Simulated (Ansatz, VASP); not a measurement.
# H7C2SN: VASP beside Ansatz

```
CELL_PARAMETERS angstrom
2.57912 -4.71489 0.01873
2.57912 4.71489 0.01873
-1.58734 0.00000 8.54282
ATOMIC_POSITIONS crystal
H 0.99064 0.16510 0.57310
H 0.16510 0.99064 0.07310
H 0.18954 0.24821 0.41276
H 0.24821 0.18954 0.91276
H 0.88983 0.70407 0.29805
H 0.70407 0.88983 0.79805
H 0.68846 0.61785 0.45860
H 0.61785 0.68846 0.95860
H 0.51878 0.93342 0.39610
H 0.93342 0.51878 0.89610
H 0.42065 0.67579 0.23368
H 0.67579 0.42065 0.73368
H 0.72495 0.03613 0.23955
H 0.03613 0.72495 0.73955
C 0.07549 0.07561 0.48801
C 0.07561 0.07549 0.98801
C 0.81347 0.79504 0.38749
C 0.79504 0.81347 0.88749
S 0.33766 0.00716 0.59014
S 0.00716 0.33766 0.09014
N 0.60771 0.86445 0.30872
N 0.86445 0.60771 0.80872
```

Alike in both runs: functional PBEsol; k mesh 4 × 4 × 4; occupations gaussian, width 0.02 eV; no spin polarisation.

Ansatz relaxed the structure, and its values are those at the end. VASP's run is a single point on that final structure, the one shown.

|  | VASP | Ansatz |
| --- | --- | --- |
| version | VASP 6.6.1 | Ansatz 0.2.0 |
| potentials or method | VASP PAW PBE potentials, release 64 (H, C, S, N), cutoff 520 eV | scalar-relativistic, plane waves, PAW |
| valence electrons in the cell | 52 | 52 |

|  | VASP | Ansatz | Ansatz less VASP |
| --- | --- | --- | --- |
| gap on the k mesh at the Fermi level (eV) | 3.62 | 3.60 | -0.016 |
| least direct gap on the mesh (eV) | 3.62 | 3.60 | -0.016 |
| pressure (GPa) | 0.0 | 0.0 | +0.04 |
| rms of the force components (eV/Å) | 0.023 | 0.002 | -0.0215 |

VASP's potentials were made for PBE, not for PBEsol.
